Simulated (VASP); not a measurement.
## Si2Mo: single point with PBE

Crystal: Si2Mo.

```
Si Mo
1.0
     0.00000   -3.20000    0.00000
     3.20000    0.00000    0.00000
    -1.60000    1.60000    3.93050
Si Mo
2 1
Direct
  0.33300 0.33300 0.66600
  0.66700 0.66700 0.33400
  0.00000 0.00000 0.00000
```

* Program: VASP 6.6.1
* Task: single point
* Functional: PBE
* Potentials or basis: VASP PAW PBE potentials, release 64 (Si, Mo_sv)
* Cutoff: 520 eV
* k mesh: 12 × 12 × 12
* Occupations: gaussian, width 0.05 eV
* Spin: no spin polarisation
* Dipole correction: no
* k mesh for the DOS: 18 × 18 × 18
* Occupations for the DOS: tetrahedron
* Further INCAR settings: ALGO = Normal; EDIFF = 1e-07

```json
{"Valence electrons inside the program's atomic spheres": "Si 1.62; Mo 12.67"}
```

Levels at points of the mesh, in eV from the Fermi level:
```
           k point  band 8  band 9  band 10  band 11  band 12  band 13  band 14  band 15
(0.00, 0.00, 0.00)   -3.01   -2.65    -2.65     0.42     3.08     3.12     3.64     3.64
(0.50, 0.00, 0.00)   -4.47   -2.61    -2.50    -0.51     2.27     3.02     4.03     4.26
(0.50, 0.50, 0.00)   -5.27   -4.49    -3.06    -1.13     2.33     2.72     3.01     3.25
(0.00, 0.00, 0.50)   -2.28   -0.58    -0.58    -0.52    -0.52     0.55     4.62     5.16
```

Run time: 5.6 min on 1 thread of Intel Xeon 8259CL, on a shared host, peak memory 0.42 GiB.
